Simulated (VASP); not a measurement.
Write the native input for VASP 6.6.1 that does the following.

```
Task                               : single point
Functional                         : PBE-based screened hybrid
Potentials or basis                : VASP PAW PBE potentials, release 64 (Pb_d, S)
Cutoff                             : 520 eV
k mesh                             : 4 × 4 × 4
Occupations                        : fermi-dirac, width 0.05 eV
Spin                               : no spin polarisation
Dipole correction                  : no
Grid for exact exchange (PRECFOCK) : Normal
Share of exact exchange            : 0.25
Further INCAR settings             : ALGO = Normal; EDIFF = 1e-06; NBANDS = 17
Screening parameter                : 0.2 1/Å
```

Crystal: PbS (Galena).

```xyz
2
Lattice="0.0000 2.9657 2.9657 2.9657 0.0000 2.9657 2.9657 2.9657 0.0000" Properties=species:S:1:pos:R:3 pbc="T T T"
Pb    0.0000    0.0000    0.0000
S     2.9657    2.9657    2.9657
```

The input as run:

POSCAR

```
PbS
1.0
    0.0000000000      2.9657500000      2.9657500000
    2.9657500000      0.0000000000      2.9657500000
    2.9657500000      2.9657500000      0.0000000000
Pb S
1 1
Direct
    0.0000000000      0.0000000000      0.0000000000
    0.5000000000      0.5000000000      0.5000000000
```

INCAR.step1

```
  PREC = Accurate
  ENCUT = 520
  EDIFF = 1E-5
  ISMEAR = -1
  SIGMA = 0.05
  LREAL = False
  LASPH = True
  NELM = 100
  ALGO = Normal
  ISIF = 2
  LWAVE = True
  LCHARG = False
  GGA = PE
  NBANDS = 17
```

INCAR.step2

```
  PREC = Accurate
  ENCUT = 520
  EDIFF = 1E-6
  ISMEAR = -1
  SIGMA = 0.05
  LREAL = False
  LASPH = True
  NELM = 100
  ALGO = Normal
  ISIF = 2
  LWAVE = False
  LCHARG = False
  GGA = PE
  LHFCALC = True
  AEXX = 0.25
  HFSCREEN = 0.2
  PRECFOCK = Normal
  ISTART = 1
  NBANDS = 17
```

KPOINTS

```
Automatic mesh
0
Gamma
  4 4 4
```

Potentials or basis: VASP PAW PBE potentials, release 64 (Pb_d, S).

Run with:

```bash
$ cat potpaw_PBE.64/Pb_d/POTCAR potpaw_PBE.64/S/POTCAR > POTCAR
$ cp INCAR.step1 INCAR
$ mpirun -np 1 vasp_std > vasp.out
$ cp INCAR.step2 INCAR
$ mpirun -np 1 vasp_std > vasp.out
```

Results of the run:

- Pressure: 1.1 GPa
- Band gap on the k mesh: 0.81 eV, direct

Caveat: the k points lie up to 0.46 Å⁻¹ apart; the PAW data sets were made with another functional, which shifts forces and pressure a little; spin-orbit coupling is left out, which moves the levels of the heavy elements.

It took 5.8 min on 1 thread of AMD EPYC 9R14 (Zen 4), with other jobs on the host, peak memory 0.25 GiB.
